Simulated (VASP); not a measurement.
A run of VASP 6.6.1:

File INCAR:

```
SYSTEM = C
PREC = Accurate ; ENCUT = 520
EDIFF = 1E-6 ; ISMEAR = 0
SIGMA = 0.05 ; LREAL = .FALSE.
LASPH = .TRUE. ; NELM = 100
ALGO = Normal ; ISIF = 2
LWAVE = .FALSE. ; LCHARG = .FALSE.
NBANDS = 36
```

File KPOINTS:

```
Automatic mesh
0
G
  12 12 2
  0 0 0
```

Contents of POSCAR:

```
C
1.0
    2.5503000000      0.0000000000      0.0000000000
   -1.2751500000      2.2086245873      0.0000000000
    0.0000000000      0.0000000000     12.2917957867
C
12
Direct
    0.0000000000      0.0000000000      0.1868599868
    0.0000000000      0.0000000000      0.6868599868
    0.0000000000      0.0000000000      0.3131400132
    0.0000000000      0.0000000000      0.8131400132
    0.3333333333      0.6666666667      0.5207718743
    0.6666666667      0.3333333333      0.0207718743
    0.3333333333      0.6666666667      0.9792281257
    0.6666666667      0.3333333333      0.4792281257
    0.3333333333      0.6666666667      0.6450609412
    0.6666666667      0.3333333333      0.1450609412
    0.3333333333      0.6666666667      0.8549390588
    0.6666666667      0.3333333333      0.3549390588
```

Potentials or basis: VASP PAW LDA potentials, release 64 (C).

The run is started by

```console
$ cat potpaw_LDA.64/C/POTCAR > POTCAR
$ mpirun -np 1 vasp_std > vasp.out
```

Hardware: 1 thread of Intel(R) Xeon(R) 6975P-C (Granite Rapids) (shared host).

Task: How long does it take, and how much memory?

Result: Wall time 43 s on 1 thread of Intel(R) Xeon(R) 6975P-C (Granite Rapids), with other jobs on the host, peak memory 0.19 GiB. Counts: scf iterations 12, k points 38.
